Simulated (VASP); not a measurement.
Ti5Si, 6 atoms in the cell. The structure is trigonal, space group R32 (No. 155). Conventional cell: a = 5.330 Å, b = 5.330 Å, c = 11.948 Å, α = 90.00°, β = 90.00°, γ = 120.00°. Within 3.7 Å of Ti (site symmetry 3) lie 13 Ti at 2.72 to 3.69 Å and 3 Si at 3.08 Å. Ti (site symmetry 2) has 2 Si at 2.58 Å and 8 Ti at 2.72 to 2.83 Å within 3.4 Å. Within 3.4 Å of Si (site symmetry 32) lie 12 Ti at 2.58 to 3.08 Å.  This cell differs from its parent crystal: ratio of the length along z to the lengths across it x 0.85, volume and fractional coordinates fixed.

| Quantity | Value |
| --- | --- |
| Program | VASP 6.6.1 |
| Task | single point |
| Functional | PBE |
| Potentials or basis | VASP PAW PBE potentials, release 64 (Ti_sv, Si) |
| Cutoff | 520 eV |
| k mesh | 12 × 12 × 12 |
| Occupations | gaussian, width 0.15 eV |
| Spin | no spin polarisation |
| Dipole correction | no |
| Further INCAR settings | ALGO = Fast; EDIFF = 1e-06; NBANDS = 41 |

Potentials or basis: VASP PAW PBE potentials, release 64 (Ti_sv, Si).

Launch:

```bash
$ cat potpaw_PBE.64/Ti_sv/POTCAR potpaw_PBE.64/Si/POTCAR > POTCAR
$ mpirun -np 1 vasp_std > vasp.out
```

Hardware: 1 thread of Intel(R) Xeon(R) Platinum 8488C (Sapphire Rapids), with other jobs on the host.

Q: Estimate the wall time of this run.

A: Wall time 59 min on 1 thread of Intel(R) Xeon(R) Platinum 8488C (Sapphire Rapids), with other jobs on the host, peak memory 0.66 GiB. Counts: scf iterations 41, k points 189.
